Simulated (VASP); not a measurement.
Crystal: LaMg.

```
La Mg
1.0
     3.96500    0.00000    0.00000
     0.00000    3.96500    0.00000
     0.00000    0.00000    3.96500
La Mg
1 1
Direct
  0.50000 0.50000 0.50000
  0.00000 0.00000 0.00000
```

Base run:

| Quantity | Value |
| --- | --- |
| Program | VASP 6.6.1 |
| Functional | PBEsol |
| Potentials or basis | VASP PAW PBE potentials, release 64 (La, Mg) |
| Cutoff | 520 eV |
| k mesh | 6 × 6 × 6 |
| Occupations | fermi-dirac, width 0.1 eV |
| Spin | no spin polarisation |

Its results: pressure -1.2 GPa.

Task: After a change of settings the same cell gave: pressure -2.0 GPa. Which change was it?
A. k mesh from 6 × 6 × 6 to 2 × 2 × 2
B. k mesh from 6 × 6 × 6 to 4 × 4 × 4
C. k mesh from 6 × 6 × 6 to 3 × 3 × 3; further incar settings from ALGO = Normal; EDIFF = 1e-06; NBANDS = 14 to ALGO = Normal; EDIFF = 1e-07; NBANDS = 14

Result: B.

Caveats: some runs use coarse meshes; the PAW data sets were made with another functional, which shifts forces and pressure a little.
